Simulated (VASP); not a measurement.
The system is Al3S4I.

```
CELL_PARAMETERS angstrom
-3.71894 0.07901 -0.00600
-0.01229 0.12841 -7.40211
0.20571 -9.40789 0.16327
ATOMIC_POSITIONS crystal
Al 0.94544 0.56825 0.16289
Al 0.55434 0.38331 0.49396
Al 0.02679 0.55811 0.83538
S 0.01331 0.77771 0.98405
S 0.51747 0.59356 0.30188
S 0.94392 0.20489 0.52003
S 0.54177 0.60542 0.69268
I 0.45697 0.30875 0.00912
```

| Quantity | Value |
| --- | --- |
| Program | VASP 6.6.1 |
| Task | relaxation of cell and atoms |
| Functional | PBE |
| Potentials or basis | VASP PAW PBE potentials, release 64 (Al, S, I) |
| Cutoff | 600 eV |
| k mesh | 4 × 2 × 2 |
| Occupations | gaussian, width 0.1 eV |
| Spin | no spin polarisation |

At the start: pressure 0.7 GPa; volume 32.35 Å³/atom.

Q: Where does the relaxation end?

A: Over 48 steps the energy falls by 299.0 meV/atom and the volume is 32.90 Å³/atom (+1.7 %); space group P1 (No. 1, to 0.1 Å) before and after.

Step by step:
```csv
step,energy change (eV),largest force (eV/Å),pressure (GPa),volume (Å³)
1,0.0000,4.4473,0.68,258.78
3,-1.0456,2.0248,-2.31,261.83
5,-1.4117,1.3237,0.50,248.32
7,-1.5145,0.4256,0.46,248.34
9,-1.5752,0.5112,-0.48,253.05
11,-1.6468,0.5100,0.07,251.54
13,-1.6936,0.6358,0.17,251.34
15,-1.7828,0.7276,-0.18,253.82
17,-1.9083,0.7303,0.00,254.06
19,-2.1037,0.6942,0.23,254.18
21,-2.1886,0.5135,-0.17,256.55
23,-2.2334,0.4635,0.17,255.56
25,-2.2807,0.3228,0.08,257.27
27,-2.3068,0.2934,-0.24,259.43
29,-2.3286,0.3519,0.35,257.88
31,-2.3570,0.3344,-0.33,261.77
33,-2.3729,0.2055,-0.01,260.93
35,-2.3823,0.1443,0.17,260.56
37,-2.3869,0.1647,-0.13,262.23
39,-2.3895,0.0629,0.05,261.68
41,-2.3905,0.0731,0.02,261.93
43,-2.3911,0.0511,-0.01,262.30
45,-2.3915,0.0407,0.03,262.44
47,-2.3919,0.0393,-0.03,263.11
48,-2.3922,0.0242,0.00,263.18
```

Final structure:
```
CELL_PARAMETERS angstrom
-3.71236 0.00247 -0.24427
-0.51232 -0.17161 -7.73995
0.00305 -9.20338 -0.18305
ATOMIC_POSITIONS crystal
Al 0.04318 0.57645 0.16378
Al 0.59492 0.38014 0.50381
Al 0.04006 0.57667 0.83164
S 0.98103 0.78054 0.99032
S 0.53993 0.58799 0.30850
S 0.13770 0.22263 0.50747
S 0.53796 0.58561 0.68627
I 0.12522 0.28997 0.00822
```

Caveat: the k points lie up to 0.43 Å⁻¹ apart in the final cell.
